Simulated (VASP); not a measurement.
# BAs (I-4m2) in VASP: further runs

The runs below take BAs through single point, with LDA.

All numbers are computed with VASP 6.6.1; they aren't measurements. Logs are shortened: lines on timing, memory, paths and dates and some standing lists are left out, and cuts for length are marked.

### 1 The cell of the first run

The structure is tetragonal, space group I-4m2 (No. 119). The conventional cell has a = 3.378 Å, b = 3.378 Å, c = 4.634 Å, α = 90.00°, β = 90.00°, γ = 90.00°. B (site symmetry -4m2) has 4 As at 2.05 Å within 2.7 Å. As (site symmetry -4m2) has 4 B at 2.05 Å within 2.7 Å.

### 2 Single point, LDA (zz strain of -3 %)

INCAR

```
ALGO = Normal ; EDIFF = 1E-7
ENCUT = 520 ; ISIF = 2
ISMEAR = -1 ; LASPH = T
LCHARG = T ; LELF = T
LREAL = F ; LVHAR = T
LWAVE = F ; NBANDS = 11
NELM = 80 ; PREC = Accurate
SIGMA = 0.03
```

KPOINTS

```
k-points
0
Gamma
  15 15 15
```

POSCAR

```
BAs
1.0
    0.0000000000      2.3885000000      2.3168450000
    2.3885000000      0.0000000000      2.3168450000
    2.3885000000      2.3885000000      0.0000000000
B As
1 1
Direct
    0.0000000000      0.0000000000      0.0000000000
    0.7500000000      0.7500000000      0.7500000000
```

Potentials or basis: VASP PAW LDA potentials, release 64 (B, As).

The run is started by

```sh
> cat potpaw_LDA.64/B/POTCAR potpaw_LDA.64/As/POTCAR > POTCAR
> mpirun -np 1 vasp_std > vasp.out
```

OUTCAR:

```text
EDIFF = 1E-7
   ENCUT = 520
   ISIF = 2
   ISMEAR = -1
   LASPH = T
   LREAL = F
   NELM = 80
   PREC = Accurate

 ion  position               nearest neighbor table
   1  0.000  0.000  0.000-   2 2.05   2 2.05   2 2.05   2 2.05
   2  0.750  0.750  0.750-   1 2.05   1 2.05   1 2.05   1 2.05

  LATTYP: Found a body centered tetragonal cell.
 ALAT       =     3.3778490937
 C/A-ratio  =     1.3717871555

  Lattice vectors:

 A1 = (   0.0000000000,  -2.3885000000,  -2.3168450000)
 A2 = (   0.0000000000,   2.3885000000,  -2.3168450000)
 A3 = (   2.3885000000,   0.0000000000,   2.3168450000)

Analysis of symmetry for initial positions (statically):
=====================================================================
 Subroutine PRICEL returns:
 Original cell was already a primitive cell.

 Routine SETGRP: Setting up the symmetry group for a
 body centered tetragonal supercell.

 Subroutine GETGRP returns: Found  8 space group operations
 (whereof  8 operations were pure point group operations)
 out of a pool of 16 trial point group operations.

The static configuration has the point symmetry D_2d.

Analysis of symmetry for dynamics (positions and initial velocities):
=====================================================================
 Subroutine PRICEL returns:
 Original cell was already a primitive cell.

 Routine SETGRP: Setting up the symmetry group for a
 body centered tetragonal supercell.

 Subroutine GETGRP returns: Found  8 space group operations
 (whereof  8 operations were pure point group operations)
 out of a pool of 16 trial point group operations.

The dynamic configuration has the point symmetry D_2d.

 Subroutine INISYM returns: Found  8 space group operations
 (whereof  8 operations are pure point group operations),
 and found     1 'primitive' translations

----------------------------------------------------------------------------------------

                                     Primitive cell

  volume of cell :      26.4349

  direct lattice vectors                    reciprocal lattice vectors
     0.000000000  2.388500000  2.316845000    -0.209336404  0.209336404  0.215810725
     2.388500000  0.000000000  2.316845000     0.209336404 -0.209336404  0.215810725
     2.388500000  2.388500000  0.000000000     0.209336404  0.209336404 -0.215810725

  length of vectors
     3.327567130  3.327567130  3.377849094     0.366357379  0.366357379  0.366357379

[... 87 lines left out ...]
   ISYM   =      2    0-nonsym 1-usesym 2-fastsym
   POTIM  = 0.5000    time-step for ionic-motion
   TEBEG  =    0.0;   TEEND  =   0.0 temperature during run
   PSTRESS=    0.0 pullay stress
   NELECT =       8.0000    total number of electrons
   NUPDOWN=      -1.0000    fix difference up-down
   EMIN   =  10.00;   EMAX   =-10.00  energy-range for DOS
   EFERMI =   0.00;   METHOD = LEGACY
   ISMEAR =    -1;   SIGMA  =   0.03  broadening in eV -4-tet -1-fermi 0-gaus
   EFERMI_NEDOS =   21; number of points for ismear=-14 and -15
   IALGO  =     38    algorithm
   IMIX   =      4    mixing-type and parameters
     AMIX     =   0.40;   BMIX     =  1.00
     AMIX_MAG =   1.60;   BMIX_MAG =  1.00
  volume/ion in A,a.u.               =      13.22        89.20
  Fermi-wavevector in a.u.,A,eV,Ry     =   1.099121  2.077038 16.436762  1.208068
  Thomas-Fermi vector in A             =   2.235511
   LORBIT       =      0    0 simple, 1 ext, 2 COOP (PROOUT), +10 PAW based schemes
   GGA     = CA    functional components
   LHFCALC =     F    Hartree Fock is set to
   AEXX    =    0.0000 exact exchange contribution
   IVDW    =     0    specifies the selected vdW correction
   LEPSILON=     F    determine dielectric tensor
   LRPA    =     F    only Hartree local field effects (RPA)
 non-spin polarized calculation
  energy-cutoff  :      520.00
  volume of cell :       26.43
 maximum number of plane-waves:       728
 NGX is ok and might be reduce to    28
   NGX = 13   NGY = 13   NGZ = 13

 number of electron       8.0000001 magnetization

 Free energy of the ion-electron system (eV)
  ---------------------------------------------------
  ext. energy  EPLUGINS =         0.00000000
  ---------------------------------------------------
  free energy    TOTEN  =       -12.91540683 eV

  energy without entropy =      -12.91540681  energy(sigma->0) =      -12.91540682

 E-fermi :   7.0045     XC(G=0): -10.9121

 val. band max:        6.6984501600   @ k =   0.0000   0.0000   0.0000
 cond. band min:       7.3324360276   @ k =   0.4000   0.4000   0.0000
 fundamental gap:      0.6339858677
 Fermi energy:         7.0044504965

 k-point     1 :       0.0000    0.0000    0.0000
  band No.  band energies     occupation
      1      -9.1500      2.00000
      2       6.4089      2.00000
      3       6.4089      2.00000
      4       6.6985      1.99993
      5       9.6697      0.00000
      6       9.8661      0.00000
      7       9.8661      0.00000
      8      11.5805      0.00000
      9      16.0226      0.00000
     10      19.2413      0.00000
     11      20.0292      0.00000
[... 309 lines left out ...]
 k-point    24 :       0.2000    0.1333    0.0000
  band No.  band energies     occupation
      1      -8.4572      2.00000
      2       3.6937      2.00000
      3       4.6337      2.00000
      4       5.0691      2.00000
      5       8.7837      0.00000
      6      11.7741      0.00000
      7      12.1920      0.00000
      8      12.7943      0.00000
      9      16.8482      0.00000
     10      18.4850      0.00000
     11      19.5713      0.00000

 [... further k-points ...]

------------------------ aborting loop because EDIFF is reached ----------------------------------------

  FORCE on cell =-STRESS in cart. coord.  units (eV):
  Direction    XX          YY          ZZ          XY          YZ          ZX
  --------------------------------------------------------------------------------------
  -------------------------------------------------------------------------------------
  Total       -0.1294677     -0.1294677      0.8905654      0.0000000      0.0000000      0.0000000
  in kB       -7.8468343     -7.8468343     53.9757797      0.0000000      0.0000000      0.0000000
  external PRESSURE =      12.7607037 kB  Pullay stress =       0.0000000 kB

 VOLUME and BASIS-vectors are now :
 -----------------------------------------------------------------------------
  energy-cutoff  :      520.00
  volume of cell :       26.43
      direct lattice vectors                 reciprocal lattice vectors
     0.000000000  2.388500000  2.316845000    -0.209336404  0.209336404  0.215810725
     2.388500000  0.000000000  2.316845000     0.209336404 -0.209336404  0.215810725
     2.388500000  2.388500000  0.000000000     0.209336404  0.209336404 -0.215810725

 POSITION                                       TOTAL-FORCE (eV/Angst)
 -----------------------------------------------------------------------------------
      0.00000      0.00000      0.00000        -0.000000     -0.000000      0.000000
      3.58275      3.58275      3.47527         0.000000      0.000000      0.000000
 -----------------------------------------------------------------------------------
    total drift:                                0.000000      0.000000      0.000000

  FREE ENERGIE OF THE ION-ELECTRON SYSTEM (eV)
  ---------------------------------------------------
  free  energy   TOTEN  =       -12.9154068253 eV

  energy  without entropy=      -12.9154068098  energy(sigma->0) =      -12.91540682
```

It took 46 s on 1 thread of Intel Xeon Platinum 8488C (Sapphire Rapids), shared host; peak memory 0.21 GiB.

What came out:

```
Free energy            : -12.9154 eV
Pressure               : 1.3 GPa
Band gap on the k mesh : 0.63 eV (least direct gap 2.97 eV)
```

Caveat: the cell differs from its parent crystal (zz strain of -3 %); an odd mesh through Γ misses points on the zone boundary, where band edges can lie.

[end of part 1 of 2]
